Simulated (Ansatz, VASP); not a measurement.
Two plane-wave programs on AlGa3N4

Contents of INCAR:

```
SYSTEM = AlGa3N4
PREC = Accurate ; ENCUT = 520
EDIFF = 1E-6 ; ISMEAR = 0
SIGMA = 0.05 ; LREAL = .FALSE.
LASPH = .TRUE. ; NELM = 100
ALGO = Normal ; ISIF = 2
LWAVE = .FALSE. ; LCHARG = .FALSE.
NBANDS = 41
```

Contents of KPOINTS:

```
regular mesh
0
G
  6 6 6
  0 0 0
```

The input POSCAR:

```
AlGa3N4
1.0
    4.3215985738      0.2695934102      0.2695934102
    0.2695934102      4.3215985738      0.2695934102
    0.2695934102      0.2695934102      4.3215985738
Al Ga N
1 3 4
Direct
    0.0000000000      0.0000000000      0.0000000000
    0.5000000000      0.5000000000      0.0000000000
    0.5000000000      0.0000000000      0.5000000000
    0.0000000000      0.5000000000      0.5000000000
    0.7548078379      0.7548078379      0.2451921621
    0.7548078379      0.2451921621      0.7548078379
    0.2451921621      0.7548078379      0.7548078379
    0.2451921621      0.2451921621      0.2451921621
```

Input for Ansatz:

```yaml
crystal:
  lattice:
    - [4.3215985738, 0.2695934102, 0.2695934102]
    - [0.2695934102, 4.3215985738, 0.2695934102]
    - [0.2695934102, 0.2695934102, 4.3215985738]
  atoms:
    - { symbol: Al, position: [0.0, 0.0, 0.0] }
    - { symbol: Ga, position: [0.5, 0.5, 0.0] }
    - { symbol: Ga, position: [0.5, 0.0, 0.5] }
    - { symbol: Ga, position: [0.0, 0.5, 0.5] }
    - { symbol: "N", position: [0.7548078379, 0.7548078379, 0.2451921621] }
    - { symbol: "N", position: [0.7548078379, 0.2451921621, 0.7548078379] }
    - { symbol: "N", position: [0.2451921621, 0.7548078379, 0.7548078379] }
    - { symbol: "N", position: [0.2451921621, 0.2451921621, 0.2451921621] }
basis:
  ecutwfc: 520.0
kpoints:
  mp_grid: { grid: [6, 6, 6] }
hamiltonian:
  xc: lda
  pseudopotentials: { kind: paw, azcp: { folder: soft_1 } }
scf:
  occupations: { method: gaussian, width: 0.05 }
output:
  forces: true
  stress: true
  eigenvalues: true
```

Alike in both runs: task single point; functional LDA; k mesh 6 × 6 × 6; occupations gaussian, width 0.05 eV; no spin polarisation.

```csv
,VASP,Ansatz
version,VASP 6.6.1,Ansatz 0.2.0
potentials or method,"VASP PAW LDA potentials, release 64 (Al, Ga_d, N), cutoff 520 eV","scalar-relativistic, plane waves, PAW"
valence electrons in the cell,62,62
```

VASP gave:

- gap on the k mesh at the Fermi level (eV): 1.52
- least direct gap on the mesh (eV): 1.52
- rms of the force components (eV/Å): 1.010

Q: Estimate Ansatz's values.

A: gap on the k mesh at the Fermi level (eV): 1.53; least direct gap on the mesh (eV): 1.53; rms of the force components (eV/Å): 0.961.

Ansatz warns that its potentials were made for another functional, while VASP's fit it. LDA's correlation is that of Perdew and Zunger in VASP and of Perdew and Wang (1992) in Ansatz. Atom by atom the forces differ by 0.049 eV/Å (rms over components).
